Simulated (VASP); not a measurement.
Input of a VASP 6.6.1 run:

INCAR

```
PREC = Accurate ; ENCUT = 520
EDIFF = 1E-6 ; ISMEAR = 0
SIGMA = 0.05 ; LREAL = F
LASPH = T ; NELM = 100
ALGO = Normal ; ISIF = 2
LWAVE = F ; LCHARG = T
GGA = PS ; LELF = T
LVHAR = T ; NBANDS = 16
```

File KPOINTS:

```
Automatic mesh
0
Gamma
  9 9 6
```

Contents of POSCAR:

```
MgO
1.0
    3.2399209199      0.0000000000      0.0000000000
   -1.6199604600      2.8058538229      0.0000000000
    0.0000000000      0.0000000000      5.2182166336
Mg O
2 2
Direct
    0.3333333333      0.6666666667     -0.0199501180
    0.6666666667      0.3333333333      0.4800498820
    0.3333333333      0.6666666667      0.4009416620
    0.6666666667      0.3333333333      0.9009416620
```

Potentials or basis: VASP PAW PBE potentials, release 64 (Mg, O).

Run with:

```sh
$ cat potpaw_PBE.64/Mg/POTCAR potpaw_PBE.64/O/POTCAR > POTCAR
$ mpirun -np 1 vasp_std > vasp.out
```

Q: Estimate the band gap on the k mesh.

A: 3.26 eV, direct.

Q: Predict the largest force.

A: 0.828 eV/Å.

Stress tensor (GPa, compression positive):
```
 8.82  0.00  0.00
 0.00  8.82  0.00
 0.00  0.00 -9.60
```

Caveat: the PAW data sets were made with another functional, which shifts forces and pressure a little. A k mesh can miss the band edges.
